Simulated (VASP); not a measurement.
# Ni (Fm-3m) in VASP: settings compared

Aim: see how the results for Ni move with the level of theory and the settings. Levels: PBEsol, r2SCAN. Tasks: single point.

Everything below comes from runs of VASP 6.6.1. Logs are shortened: lines on timing, memory, paths and dates and some standing lists are left out, and cuts for length are marked.

### 1 The cell of the first run

Symmetry: Fm-3m, No. 225, cubic system. The conventional cell has a = 3.465 Å, b = 3.465 Å, c = 3.465 Å, α = 90.00°, β = 90.00°, γ = 90.00°. Ni (site symmetry m-3m) has 12 Ni at 2.45 Å within 3.2 Å.

### 2 Single point, PBEsol, collinear spin, ferromagnetic start

Contents of INCAR:

```
PREC = Accurate
ENCUT = 520
EDIFF = 1E-6
ISMEAR = -1
SIGMA = 0.05
LREAL = F
LASPH = T
NELM = 150
ALGO = Normal
ISIF = 2
LWAVE = F
LCHARG = F
ISPIN = 2
MAGMOM = 0.7
LORBIT = 11
LMAXMIX = 4
GGA = PS
NBANDS = 15
```

Contents of KPOINTS:

```
regular mesh
0
Gamma
  15 15 15
```

Contents of POSCAR:

```
Ni
1.0
    0.0000000000      1.7324120000      1.7324120000
    1.7324120000      0.0000000000      1.7324120000
    1.7324120000      1.7324120000      0.0000000000
Ni
1
Direct
    0.0000000000      0.0000000000      0.0000000000
```

Potentials or basis: VASP PAW PBE potentials, release 64 (Ni).

On the command line:

```bash
> cat potpaw_PBE.64/Ni/POTCAR > POTCAR
> mpirun -np 1 vasp_std > vasp.out
```

OUTCAR:

```text
PREC = Accurate
   ENCUT = 520
   EDIFF = 1E-6
   ISMEAR = -1
   LREAL = F
   LASPH = T
   NELM = 150
   ISIF = 2
   ISPIN = 2
   LORBIT = 11
   GGA = PS

 ion  position               nearest neighbor table
   1  0.000  0.000  0.000-

  LATTYP: Found a face centered cubic cell.
 ALAT       =     3.4648240000

  Lattice vectors:

 A1 = (   0.0000000000,   1.7324120000,   1.7324120000)
 A2 = (   1.7324120000,   0.0000000000,   1.7324120000)
 A3 = (   1.7324120000,   1.7324120000,   0.0000000000)

Analysis of symmetry for initial positions (statically):
[... 5 lines left out ...]
 face centered cubic supercell.

 Subroutine GETGRP returns: Found 48 space group operations
 (whereof 48 operations were pure point group operations)
 out of a pool of 48 trial point group operations.

The static configuration has the point symmetry O_h .

Analysis of symmetry for dynamics (positions and initial velocities):
[... 5 lines left out ...]
 face centered cubic supercell.

 Subroutine GETGRP returns: Found 48 space group operations
 (whereof 48 operations were pure point group operations)
 out of a pool of 48 trial point group operations.

The dynamic configuration has the point symmetry O_h .

Analysis of structural, dynamic, and magnetic symmetry:
=====================================================================
 Subroutine PRICEL returns:
 Original cell was already a primitive cell.

 Routine SETGRP: Setting up the symmetry group for a
 face centered cubic supercell.

 Subroutine GETGRP returns: Found 48 space group operations
 (whereof 48 operations were pure point group operations)
 out of a pool of 48 trial point group operations.

The overall configuration has the point symmetry O_h .

 Subroutine INISYM returns: Found 48 space group operations
 (whereof 48 operations are pure point group operations),
 and found     1 'primitive' translations

----------------------------------------------------------------------------------------

                                     Primitive cell

  volume of cell :      10.3988

  direct lattice vectors                    reciprocal lattice vectors
     0.000000000  1.732412000  1.732412000    -0.288614948  0.288614948  0.288614948
     1.732412000  0.000000000  1.732412000     0.288614948 -0.288614948  0.288614948
     1.732412000  1.732412000  0.000000000     0.288614948  0.288614948 -0.288614948

  length of vectors
     2.450000546  2.450000546  2.450000546     0.499895754  0.499895754  0.499895754

  position of ions in fractional coordinates (direct lattice)
     0.000000000  0.000000000  0.000000000

  ion indices of the primitive-cell ions
   primitive index   ion index
                 1           1

----------------------------------------------------------------------------------------

 KPOINTS: regular mesh

[... 103 lines left out ...]

 number of electron      10.0000000 magnetization       0.7000000

 number of electron       9.9999994 magnetization       0.6368619

 Free energy of the ion-electron system (eV)
  ---------------------------------------------------
  ext. energy  EPLUGINS =         0.00000000
  ---------------------------------------------------
  free energy    TOTEN  =        -6.14294902 eV

  energy without entropy =       -6.12917012  energy(sigma->0) =       -6.13605957

 E-fermi :   9.8389     XC(G=0): -13.7061

 val. band max:        9.8332249669   @ k =  -0.3333   0.3333   0.0667
 cond. band min:       9.8410864652   @ k =  -0.4667   0.4667   0.0667
 fundamental gap:      0.0078614983
 Fermi energy:         9.8388810535

 spin component 1

 k-point     1 :       0.0000    0.0000    0.0000
  band No.  band energies     occupation
      1       0.4608      1.00000
      2       7.2885      1.00000
      3       7.2885      1.00000
      4       7.2885      1.00000
      5       8.5357      1.00000
      6       8.5357      1.00000
      7      33.9220      0.00000
      8      38.1160      0.00000
      9      38.1160      0.00000
     10      38.1160      0.00000
     11      41.1891      0.00000
     12      41.1891      0.00000
     13      41.1891      0.00000
     14      44.1090      0.00000
[... 403 lines left out ...]
      4       7.6968      1.00000
      5       8.1629      1.00000
      6       8.7227      1.00000
      7      30.0412      0.00000
      8      32.7328      0.00000
      9      33.0353      0.00000
     10      35.4057      0.00000
     11      40.3304      0.00000
     12      44.5404      0.00000
     13      46.2416      0.00000
     14      46.9075      0.00000
     15      52.0179      0.00000

 [... further k-points ...]

 spin component 2

 k-point     1 :       0.0000    0.0000    0.0000
  band No.  band energies     occupation
      1       0.4542      1.00000
      2       8.0216      1.00000
      3       8.0216      1.00000
      4       8.0216      1.00000
      5       9.1592      1.00000
      6       9.1592      1.00000
      7      33.8156      0.00000
      8      38.1173      0.00000
      9      38.1173      0.00000
     10      38.1173      0.00000
     11      41.3177      0.00000
     12      41.3177      0.00000
     13      41.3177      0.00000
     14      44.0213      0.00000
[... 403 lines left out ...]
      4       8.4381      1.00000
      5       8.7811      1.00000
      6       9.3587      0.99993
      7      30.1393      0.00000
      8      32.8357      0.00000
      9      33.0400      0.00000
     10      35.4149      0.00000
     11      40.5438      0.00000
     12      44.5561      0.00000
     13      46.2136      0.00000
     14      46.8970      0.00000
     15      51.9793      0.00000

 [... further k-points ...]
[... 5 lines left out ...]
  --------------------------------------------------------------------------------------
  -------------------------------------------------------------------------------------
  Total       -0.0177897     -0.0177897     -0.0177897      0.0000000      0.0000000     -0.0000000
  in kB       -2.7409117     -2.7409117     -2.7409117      0.0000000      0.0000000     -0.0000000
  external PRESSURE =      -2.7409117 kB  Pullay stress =       0.0000000 kB

 VOLUME and BASIS-vectors are now :
 -----------------------------------------------------------------------------
  energy-cutoff  :      520.00
  volume of cell :       10.40
      direct lattice vectors                 reciprocal lattice vectors
     0.000000000  1.732412000  1.732412000    -0.288614948  0.288614948  0.288614948
     1.732412000  0.000000000  1.732412000     0.288614948 -0.288614948  0.288614948
     1.732412000  1.732412000  0.000000000     0.288614948  0.288614948 -0.288614948

 POSITION                                       TOTAL-FORCE (eV/Angst)
 -----------------------------------------------------------------------------------
      0.00000      0.00000      0.00000         0.000000     -0.000000      0.000000
 -----------------------------------------------------------------------------------
    total drift:                               -0.000000     -0.000000     -0.000000

  FREE ENERGIE OF THE ION-ELECTRON SYSTEM (eV)
  ---------------------------------------------------
  free  energy   TOTEN  =        -6.1429490236 eV

  energy  without entropy=       -6.1291701248  energy(sigma->0) =       -6.13605957

 total charge

# of ion       s       p       d       tot
------------------------------------------
    1        0.521   0.545   8.332   9.398

 magnetization (x)

# of ion       s       p       d       tot
------------------------------------------
    1       -0.006  -0.024   0.673   0.643
```

OSZICAR:

```text
N       E                     dE             d eps       ncg     rms          rms(c)
DAV:   1     0.324623012789E+02    0.32462E+02   -0.42031E+03  7638   0.864E+02
DAV:   2    -0.595077850105E+01   -0.38413E+02   -0.35415E+02  8292   0.164E+02
DAV:   3    -0.734932757532E+01   -0.13985E+01   -0.13875E+01  8600   0.306E+01
DAV:   4    -0.735785030110E+01   -0.85227E-02   -0.85213E-02  9056   0.227E+00
DAV:   5    -0.735794481842E+01   -0.94517E-04   -0.94516E-04  8782   0.216E-01    0.111E+01
DAV:   6    -0.648542825836E+01    0.87252E+00   -0.14767E+01 10413   0.428E+01    0.572E+00
DAV:   7    -0.616367310318E+01    0.32176E+00   -0.23126E+00  9324   0.153E+01    0.202E+00
DAV:   8    -0.614626991500E+01    0.17403E-01   -0.25855E-02  9384   0.109E+00    0.955E-01
DAV:   9    -0.614352350661E+01    0.27464E-02   -0.18202E-03 11972   0.249E-01    0.279E-01
DAV:  10    -0.614299705852E+01    0.52645E-03   -0.36906E-04 12031   0.975E-02    0.644E-02
DAV:  11    -0.614294692352E+01    0.50135E-04   -0.69781E-05 11109   0.615E-02    0.296E-02
DAV:  12    -0.614294884697E+01   -0.19235E-05   -0.24681E-06  7289   0.113E-02    0.826E-03
DAV:  13    -0.614294902358E+01   -0.17661E-06   -0.52446E-07  5856   0.771E-03
   1 F= -.61429490E+01 E0= -.61360596E+01  d E =-.137789E-01  mag=     0.6372
```

Wall time 21 s (1 thread of Intel Xeon 6975P-C (Granite Rapids), shared host); peak memory 0.14 GiB.

Results:

| Property | Result |
| --- | --- |
| Free energy | -6.1429 eV |
| Pressure | -0.3 GPa |
| Net moment | 0.64 μB per cell |
| Site moments | Ni +0.64 μB |
| Valence electrons inside the program's atomic spheres | Ni 9.40 |

Caveat: the PAW data sets were made with another functional, which shifts forces and pressure a little.

### 3 Single point, r2SCAN, collinear spin, ferromagnetic start

POSCAR is that of step 2.

Contents of INCAR.step1:

```
SYSTEM = Ni
  ALGO = Normal
  EDIFF = 1E-4
  ENCUT = 520
  GGA = PE
  ISMEAR = -1
  ISPIN = 2
  LASPH = .True.
  LCHARG = .False.
  LMAXMIX = 4
  LREAL = .False.
  LWAVE = .True.
  MAGMOM = 0.7
  NBANDS = 15
  NELM = 150
  PREC = Accurate
  SIGMA = 0.05
```

Contents of INCAR.step2:

```
SYSTEM = Ni
  ALGO = Normal
  EDIFF = 1E-6
  ENCUT = 520
  ISIF = 2
  ISMEAR = -1
  ISPIN = 2
  ISTART = 1
  LASPH = .True.
  LCHARG = .False.
  LMAXMIX = 4
  LMIXTAU = .True.
  LORBIT = 11
  LREAL = .False.
  LWAVE = .False.
  MAGMOM = 0.7
  METAGGA = R2SCAN
  NBANDS = 15
  NELM = 150
  PREC = Accurate
  SIGMA = 0.05
```

Contents of KPOINTS:

```
k-points
0
Gamma
  15 15 15
  0 0 0
```

Potentials or basis: VASP PAW PBE potentials, release 64 (Ni).

On the command line:

```bash
> cat potpaw_PBE.64/Ni/POTCAR > POTCAR
> cp INCAR.step1 INCAR
> mpirun -np 1 vasp_std > vasp.out
> cp INCAR.step2 INCAR
> mpirun -np 1 vasp_std > vasp.out
```

Run time: 58 s. Hardware: 1 thread of Intel Xeon 6975P-C (Granite Rapids), shared host; peak memory 0.14 GiB.

The run converged. Its results:

* Free energy: -11.9489 eV
* Pressure: 2.7 GPa
* Net moment: 0.69 μB per cell
* Site moments: Ni +0.71 μB
* Valence electrons inside the program's atomic spheres: Ni 9.43

Levels at points of the mesh, in eV from the Fermi level:
Spin up:
```tsv
k point	band 1	band 2	band 3	band 4	band 5	band 6	band 7	band 8	band 9	band 10
(0.00, 0.00, 0.00)	-9.73	-3.02	-3.02	-3.02	-1.66	-1.66	24.95	29.47	29.47	29.47
```
Spin down:
| k point | band 3 | band 4 | band 5 | band 6 | band 7 | band 8 |
| --- | --- | --- | --- | --- | --- | --- |
| (0.00, 0.00, 0.00) | -1.75 | -1.75 | -0.94 | -0.94 | 24.70 | 29.57 |

Caveat: the PAW data sets were made with another functional, which shifts forces and pressure a little.
